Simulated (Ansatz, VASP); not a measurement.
## CoW3: VASP beside Ansatz

The input INCAR:

```
PREC = Accurate
ENCUT = 520
EDIFF = 1E-7
ISMEAR = 0
SIGMA = 0.1
LREAL = F
LASPH = T
NELM = 150
ALGO = Fast
ISIF = 2
LWAVE = F
LCHARG = T
ISPIN = 2
MAGMOM = 0 0 0 2
LORBIT = 11
LMAXMIX = 4
GGA = PS
LELF = T
LVHAR = T
NBANDS = 38
```

KPOINTS

```
Automatic mesh
0
Gamma
  12 12 12
```

File POSCAR:

```
CoW3
1.0
    0.0000000000      3.0720842694      3.0720842694
    3.0720842694      0.0000000000      3.0720842694
    3.0720842694      3.0720842694      0.0000000000
W Co
3 1
Direct
    0.2500000000      0.2500000000      0.2500000000
    0.7500000000      0.7500000000      0.7500000000
    0.5000000000      0.5000000000      0.5000000000
    0.0000000000      0.0000000000      0.0000000000
```

Input for Ansatz:

```yaml
crystal:
  lattice:
    - [0.0, 3.0720842694, 3.0720842694]
    - [3.0720842694, 0.0, 3.0720842694]
    - [3.0720842694, 3.0720842694, 0.0]
  atoms:
    - { symbol: W, position: [0.25, 0.25, 0.25] }
    - { symbol: W, position: [0.75, 0.75, 0.75] }
    - { symbol: W, position: [0.5, 0.5, 0.5] }
    - { symbol: Co, position: [0.0, 0.0, 0.0], spin: 2.0 }
basis:
  ecutwfc: 420
kpoints:
  mp_grid: { grid: [12, 12, 12] }
hamiltonian:
  xc: pbesol
scf:
  occupations: { method: gaussian, width: 0.1 }
  lower_state_search: "off"
output:
  forces: true
  stress: true
  eigenvalues: true
  populations: true
magnetization:
  spin_polarized: true
```

Alike in both runs: task single point; functional PBEsol; k mesh 12 × 12 × 12; occupations gaussian, width 0.1 eV; collinear spin.

|  | VASP | Ansatz |
| --- | --- | --- |
| version | VASP 6.6.1 | Ansatz 0.2.0 |
| potentials or method | VASP PAW PBE potentials, release 64 (W_sv, Co), cutoff 520 eV | scalar-relativistic, plane waves, PAW |
| valence electrons in the cell | 51 | 59 |

```csv
,VASP,Ansatz,Ansatz less VASP
gap on the k mesh at the Fermi level (eV),none,none,-
pressure (GPa),0.4,0.0,-0.44
net moment per atom (μB),0.33,0.34,+0.010
size of the moment on the site where the two differ most (μB),1.08,1.12,+0.047
```

VASP's potentials were made for PBE, not for PBEsol. Site moments also hang on the region over which each program counts them. A gap of «none» marks a metal or a gap that the smearing closes. VASP's potentials hold 51 valence electrons a cell and Ansatz's 59, so a difference there can come from the potentials and not from the codes.

Spin-orbit coupling is off throughout.
